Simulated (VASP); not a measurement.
# Co (P-3m1) in VASP: a series of runs

Runs on Co. Level: PBE. Tasks: single point.

Program: VASP 6.6.1. These are calculated values, not measurements. Logs are shortened: lines on timing, memory, paths and dates and some standing lists are left out, and cuts for length are marked.

## (1) The cell of the first run

Symmetry: P-3m1, No. 164, trigonal system. The conventional cell has a = 2.487 Å, b = 2.487 Å, c = 4.063 Å, α = 90.00°, β = 90.00°, γ = 120.00°. Co (site symmetry 3m) has 12 Co at 2.42 to 2.55 Å within 3.2 Å.

## (2) Single point, PBE, collinear spin, ferromagnetic start

The input, INCAR:

```
PREC     = Accurate       # precision mode
ENCUT    = 520            # plane-wave cutoff, eV
EDIFF    = 1E-6           # SCF threshold, eV
ISMEAR   = -1             # smearing method
SIGMA    = 0.05           # smearing width, eV
LREAL    = F              # projectors in reciprocal space
LASPH    = T              # aspherical terms in the spheres
NELM     = 150            # most SCF steps
ALGO     = Normal         # electronic algorithm
ISIF     = 2              # what is computed and relaxed
LWAVE    = F              # write WAVECAR
LCHARG   = T              # write CHGCAR
ISPIN    = 2              # spin polarisation
MAGMOM   = 0.5 0.5        # initial moments
LORBIT   = 11             # projections on sites
NUPDOWN  = 1.0            # fixed moment
LMAXMIX  = 4              # l up to which the mixer works
GGA      = PE             # functional
LELF     = T              # ELF
LVHAR    = T            
NBANDS   = 20             # bands
```

The input, KPOINTS:

```
regular mesh
0
Gamma
  10 10 6
```

The input, POSCAR:

```
Co
1.0
    2.4873648738      0.0000000000      0.0000000000
   -1.2436824369      2.1541211692      0.0000000000
    0.0000000000      0.0000000000      4.0632895034
Co
2
Direct
    0.3333333333      0.6666666667      0.7401390000
    0.6666666667      0.3333333333      0.2598610000
```

Potentials or basis: VASP PAW PBE potentials, release 64 (Co).

The run is started by

```console
$ cat potpaw_PBE.64/Co/POTCAR > POTCAR
$ mpirun -np 1 vasp_std > vasp.out
```

OUTCAR:

```text
PREC = Accurate
   ENCUT = 520
   EDIFF = 1E-6
   ISMEAR = -1
   LREAL = F
   LASPH = T
   NELM = 150
   ISIF = 2
   ISPIN = 2
   LORBIT = 11
   NUPDOWN = 1.0
   GGA = PE

 ion  position               nearest neighbor table
   1  0.333  0.667  0.740-   2 2.42   2 2.42   2 2.42   2 2.55   2 2.55   2 2.55
   2  0.667  0.333  0.260-   1 2.42   1 2.42   1 2.42   1 2.55   1 2.55   1 2.55

  LATTYP: Found a hexagonal cell.
 ALAT       =     2.4873648738
 C/A-ratio  =     1.6335719565

  Lattice vectors:

 A1 = (   2.4873648738,   0.0000000000,   0.0000000000)
 A2 = (  -1.2436824369,   2.1541211692,   0.0000000000)
 A3 = (   0.0000000000,   0.0000000000,   4.0632895034)

Analysis of symmetry for initial positions (statically):
=====================================================================
 Subroutine PRICEL returns:
 Original cell was already a primitive cell.

 Routine SETGRP: Setting up the symmetry group for a
 hexagonal supercell.

 Subroutine GETGRP returns: Found 12 space group operations
 (whereof 12 operations were pure point group operations)
 out of a pool of 24 trial point group operations.

The static configuration has the point symmetry D_3d.

Analysis of symmetry for dynamics (positions and initial velocities):
=====================================================================
 Subroutine PRICEL returns:
 Original cell was already a primitive cell.

 Routine SETGRP: Setting up the symmetry group for a
 hexagonal supercell.

 Subroutine GETGRP returns: Found 12 space group operations
 (whereof 12 operations were pure point group operations)
 out of a pool of 24 trial point group operations.

The dynamic configuration has the point symmetry D_3d.

Analysis of structural, dynamic, and magnetic symmetry:
=====================================================================
 Subroutine PRICEL returns:
 Original cell was already a primitive cell.

 Routine SETGRP: Setting up the symmetry group for a
 hexagonal supercell.

 Subroutine GETGRP returns: Found 12 space group operations
 (whereof 12 operations were pure point group operations)
 out of a pool of 24 trial point group operations.

The overall configuration has the point symmetry D_3d.

 Subroutine INISYM returns: Found 12 space group operations
 (whereof 12 operations are pure point group operations),
 and found     1 'primitive' translations

[... 105 lines left out ...]
   NELECT =      18.0000    total number of electrons
   NUPDOWN=       1.0000    fix difference up-down
   EMIN   =  10.00;   EMAX   =-10.00  energy-range for DOS
   EFERMI =   0.00;   METHOD = LEGACY
   ISMEAR =    -1;   SIGMA  =   0.05  broadening in eV -4-tet -1-fermi 0-gaus
   EFERMI_NEDOS =   21; number of points for ismear=-14 and -15
   IALGO  =     38    algorithm
   IMIX   =      4    mixing-type and parameters
     AMIX     =   0.40;   BMIX     =  1.00
     AMIX_MAG =   1.60;   BMIX_MAG =  1.00
  volume/ion in A,a.u.               =      10.89        73.46
  Fermi-wavevector in a.u.,A,eV,Ry     =   1.536514  2.903591 32.121660  2.360875
  Thomas-Fermi vector in A             =   2.643152
   LORBIT       =     11    0 simple, 1 ext, 2 COOP (PROOUT), +10 PAW based schemes
   GGA     = PE    functional components
   LHFCALC =     F    Hartree Fock is set to
   AEXX    =    0.0000 exact exchange contribution
   IVDW    =     0    specifies the selected vdW correction
   LEPSILON=     F    determine dielectric tensor
   LRPA    =     F    only Hartree local field effects (RPA)
 spin polarized calculation
  energy-cutoff  :      520.00
  volume of cell :       21.77
 maximum number of plane-waves:       600
   NGX =  9   NGY =  9   NGZ = 15

 number of electron      17.9999996 magnetization       1.0000000

 Free energy of the ion-electron system (eV)
  ---------------------------------------------------
  ext. energy  EPLUGINS =         0.00000000
  ---------------------------------------------------
  free energy    TOTEN  =       -13.65810008 eV

  energy without entropy =      -13.61233799  energy(sigma->0) =      -13.63521904

 E-fermi :  10.2001     XC(G=0): -13.3958

 val. band max:       10.1876045852   @ k =   0.2000   0.1000   0.3333
 cond. band min:       9.9672397995   @ k =   0.1000   0.1000   0.0000
 fundamental gap:     -0.2203647857
 Fermi energy:         9.9633411637

 spin component 1

 k-point     1 :       0.0000    0.0000    0.0000
  band No.  band energies     occupation
      1       1.3229      1.00000
      2       5.3689      1.00000
      3       8.0420      1.00000
      4       8.1056      1.00000
      5       8.1056      1.00000
      6       8.3883      1.00000
[... 541 lines left out ...]
     19      32.6619      0.00000
     20      33.4349      0.00000

 [... further k-points ...]

 spin component 2

 k-point     1 :       0.0000    0.0000    0.0000
  band No.  band energies     occupation
      1       1.2927      1.00000
      2       5.6276      1.00000
      3       8.5038      1.00000
      4       8.5866      1.00000
      5       8.5866      1.00000
      6       8.8958      1.00000
[... 541 lines left out ...]
     19      32.7344      0.00000
     20      33.5068      0.00000

 [... further k-points ...]
[... 5 lines left out ...]
  --------------------------------------------------------------------------------------
  -------------------------------------------------------------------------------------
  Total       -1.3333974     -1.3333974     -1.6157488      0.0000000      0.0000000      0.0000000
  in kB      -98.1257026    -98.1257026   -118.9041585      0.0000000      0.0000000      0.0000000
  external PRESSURE =    -105.0518546 kB  Pullay stress =       0.0000000 kB

 VOLUME and BASIS-vectors are now :
 -----------------------------------------------------------------------------
  energy-cutoff  :      520.00
  volume of cell :       21.77
      direct lattice vectors                 reciprocal lattice vectors
     2.487364874  0.000000000  0.000000000     0.402031889  0.232113220  0.000000000
    -1.243682437  2.154121169  0.000000000     0.000000000  0.464226439  0.000000000
     0.000000000  0.000000000  4.063289503     0.000000000  0.000000000  0.246106018

 POSITION                                       TOTAL-FORCE (eV/Angst)
 -----------------------------------------------------------------------------------
     -0.00000      1.43608      3.00740         0.000000      0.000000      0.590758
      1.24368      0.71804      1.05589        -0.000000     -0.000000     -0.590758
 -----------------------------------------------------------------------------------
    total drift:                                0.000000     -0.000000     -0.000000

  FREE ENERGIE OF THE ION-ELECTRON SYSTEM (eV)
  ---------------------------------------------------
  free  energy   TOTEN  =       -13.6581000771 eV

  energy  without entropy=      -13.6123379936  energy(sigma->0) =      -13.63521904

 total charge

# of ion       s       p       d       tot
------------------------------------------
    1        0.482   0.514   7.277   8.272
    2        0.482   0.514   7.277   8.272
--------------------------------------------------
tot          0.964   1.027  14.553  16.544

 magnetization (x)

# of ion       s       p       d       tot
------------------------------------------
    1       -0.007  -0.023   0.541   0.510
    2       -0.007  -0.023   0.541   0.510
--------------------------------------------------
tot         -0.014  -0.047   1.082   1.021
```

Wall time 98 s (1 thread of Intel Xeon 8259CL, shared host); peak memory 0.16 GiB.

Results:

- Free energy: -13.6581 eV
- Pressure: -10.5 GPa
- Largest force: 0.591 eV/Å
- Net moment: 1.00 μB per cell
- Site moments: Co +0.51 μB
- Valence electrons inside the program's atomic spheres: Co 8.27

Forces in eV/Å, atoms in the order of the input:
```
Co   0.000  0.000  0.591
Co   0.000  0.000 -0.591
```

Caveat: the cell stands under tension; the total moment is fixed, so each spin has its own Fermi level.

## (3) Single point, PBE, collinear spin, ferromagnetic start

The input, INCAR:

```
SYSTEM = Co
PREC = Accurate
ENCUT = 520
EDIFF = 1E-7
ISMEAR = -1
SIGMA = 0.05
LREAL = .FALSE.
LASPH = .TRUE.
NELM = 150
ALGO = Normal
ISIF = 2
LWAVE = .FALSE.
LCHARG = .FALSE.
ISPIN = 2
MAGMOM = 1 1
LORBIT = 11
NUPDOWN = 2.0
LMAXMIX = 4
GGA = PE
NBANDS = 20
```

The input, KPOINTS:

```
Automatic mesh
0
G
  10 10 6
  0 0 0
```

POSCAR is that of step 2.

Potentials or basis: VASP PAW PBE potentials, release 64 (Co).

The run is started by

```console
$ cat potpaw_PBE.64/Co/POTCAR > POTCAR
$ mpirun -np 1 vasp_std > vasp.out
```

Wall time 1.9 min (1 thread of Intel Xeon 8259CL, shared host); peak memory 0.16 GiB.

It converged, with:

```
Free energy                                           : -13.8153 eV
Pressure                                              : -7.2 GPa
Largest force                                         : 0.601 eV/Å
Net moment                                            : 2.00 μB per cell
Site moments                                          : Co +1.02 μB
Valence electrons inside the program's atomic spheres : Co 8.27
```

Forces in eV/Å, atoms in the order of the input:
```
Co   0.000  0.000  0.601
Co   0.000  0.000 -0.601
```

Stress tensor (GPa, compression positive):
```
-6.17  0.00  0.00
 0.00 -6.17  0.00
 0.00  0.00 -9.41
```

Caveat: the cell stands under tension; the total moment is fixed, so each spin has its own Fermi level.
